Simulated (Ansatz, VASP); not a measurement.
Ti in VASP and in Ansatz

```
CELL_PARAMETERS angstrom
4.61370 0.00000 0.00000
-2.30685 3.99558 0.00000
0.00000 0.00000 2.85281
ATOMIC_POSITIONS crystal
Ti 0.00000 0.00000 0.00000
Ti 0.33333 0.66667 0.50000
Ti 0.66667 0.33333 0.50000
```

Change from the starting cell: equal strain along all axes, cell held, atoms relaxed: +1.0 %.

Alike in both runs: task single point; functional r2SCAN; k mesh 12 × 12 × 18; occupations gaussian, width 0.1 eV; no spin polarisation.

```csv
,VASP,Ansatz
version,VASP 6.6.1,Ansatz 0.2.0
potentials or method,"VASP PAW PBE potentials, release 64 (Ti_sv), cutoff 520 eV","scalar-relativistic, plane waves, PAW"
valence electrons in the cell,36,36
```

VASP gave:

```
gap on the k mesh at the Fermi level (eV)                     : none
pressure (GPa)                                                : -3.0
traceless stress, the component that is largest in VASP (GPa) : -0.23
```

Problem. What did Ansatz give for the same quantities?

Solution. gap on the k mesh at the Fermi level (eV): none; pressure (GPa): -3.4; traceless stress, the component that is largest in VASP (GPa): -0.18.

VASP's potentials were made for PBE, not for r2SCAN. A gap of «none» marks a metal or a gap that the smearing closes. With one functional, cell and mesh, what is left measures potentials, basis and numerics.
